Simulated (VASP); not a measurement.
Here is a VASP 6.6.1 calculation.

The input POSCAR:

```
PbO2
1.0
    0.0000000000      2.5527511581      2.5527511581
    2.5527511581      0.0000000000      2.5527511581
    2.5527511581      2.5527511581      0.0000000000
Pb O
1 2
Direct
    0.0000000000      0.0000000000      0.0000000000
    0.2500000000      0.2500000000      0.2500000000
    0.7500000000      0.7500000000      0.7500000000
```

Contents of INCAR.step1:

```
SYSTEM = PbO2
  PREC = Accurate
  ENCUT = 520
  ISMEAR = -1
  SIGMA = 0.02
  LREAL = .False.
  LASPH = .True.
  NELM = 80
  NBANDS = 20
  GGA = PE
  ALGO = Normal
  EDIFF = 1E-4
  LWAVE = .True.
  LCHARG = .False.
```

The input INCAR.step2:

```
SYSTEM = PbO2
  PREC = Accurate
  ENCUT = 520
  EDIFF = 1E-6
  ISMEAR = -1
  SIGMA = 0.02
  LREAL = .False.
  LASPH = .True.
  NELM = 80
  ALGO = Normal
  ISIF = 2
  LWAVE = .False.
  LCHARG = .True.
  METAGGA = R2SCAN
  LMIXTAU = .True.
  LELF = .True.
  LVHAR = .True.
  NBANDS = 20
  ISTART = 1
```

The input KPOINTS:

```
Automatic mesh
0
Gamma
  6 6 6
  0 0 0
```

Potentials or basis: VASP PAW PBE potentials, release 64 (Pb_d, O).

The run is started by

```bash
$ cat potpaw_PBE.64/Pb_d/POTCAR potpaw_PBE.64/O/POTCAR > POTCAR
$ cp INCAR.step1 INCAR
$ mpirun -np 1 vasp_std > vasp.out
$ cp INCAR.step2 INCAR
$ mpirun -np 1 vasp_std > vasp.out
```

(1) Predict the band gap on the k mesh.

(2) Predict the pressure.

Results:

(1) zero (band 13 reaches 7.66 eV, above the bottom of band 14 at 6.71 eV).

(2) 28.9 GPa.

Caveat: the PAW data sets were made with another functional, which shifts forces and pressure a little; spin-orbit coupling is left out, which moves the levels of the heavy elements.
